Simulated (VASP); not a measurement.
Write the native input for VASP 6.6.1 that does the following.

* Task: density of states
* Functional: PBEsol
* Potentials or basis: VASP PAW PBE potentials, release 64 (Nb_sv)
* Cutoff: 520 eV
* k mesh: 16 × 16 × 16
* Occupations: fermi-dirac, width 0.1 eV
* Spin: no spin polarisation
* Dipole correction: no
* k mesh for the DOS: 24 × 24 × 24
* Occupations for the DOS: tetrahedron
* Further INCAR settings: ALGO = Normal; EDIFF = 1e-06; NBANDS = 12

Crystal: Nb.

```
Nb
1.0
    -1.43872    1.43872    1.43872
     1.43872   -1.43872    1.43872
     1.43872    1.43872   -1.43872
Nb
1
Direct
  0.00000 0.00000 0.00000
```

This cell differs from its parent crystal: volume scaled by 0.68.

The input as run:

POSCAR

```
Nb
1.0
   -1.4387161436      1.4387161436      1.4387161436
    1.4387161436     -1.4387161436      1.4387161436
    1.4387161436      1.4387161436     -1.4387161436
Nb
1
Direct
    0.0000000000      0.0000000000      0.0000000000
```

INCAR.step1

```
SYSTEM = Nb
PREC = Accurate ; ENCUT = 520
EDIFF = 1E-6 ; ISMEAR = -1
SIGMA = 0.1 ; LREAL = .False.
LASPH = .True. ; NELM = 100
ALGO = Normal ; ISIF = 2
LWAVE = .False. ; LCHARG = .True.
LMAXMIX = 4 ; GGA = PS
NBANDS = 12
```

KPOINTS.step1

```
Automatic mesh
0
Gamma
  16 16 16
  0 0 0
```

INCAR.step2

```
SYSTEM = Nb
PREC = Accurate ; ENCUT = 520
EDIFF = 1E-6 ; ISMEAR = -5
SIGMA = 0.1 ; LREAL = .False.
LASPH = .True. ; NELM = 100
ALGO = Normal ; ISIF = 2
LWAVE = .False. ; LCHARG = .False.
LMAXMIX = 4 ; GGA = PS
LORBIT = 10 ; NBANDS = 12
NEDOS = 1001 ; ICHARG = 11
```

KPOINTS.step2

```
Automatic mesh
0
Gamma
  24 24 24
  0 0 0
```

Potentials or basis: VASP PAW PBE potentials, release 64 (Nb_sv).

Command:

```sh
$ cat potpaw_PBE.64/Nb_sv/POTCAR > POTCAR
$ cp INCAR.step1 INCAR
$ cp KPOINTS.step1 KPOINTS
$ mpirun -np 1 vasp_std > vasp.out
$ cp INCAR.step2 INCAR
$ cp KPOINTS.step2 KPOINTS
$ mpirun -np 1 vasp_std > vasp.out
```

It gave:

| Property | Result |
| --- | --- |
| Valence electrons inside the program's atomic spheres | Nb 11.65 |

It took 39 s on 1 thread of AMD EPYC 9R45 96-Core Processor (Zen 5) (shared host), peak memory 0.17 GiB.
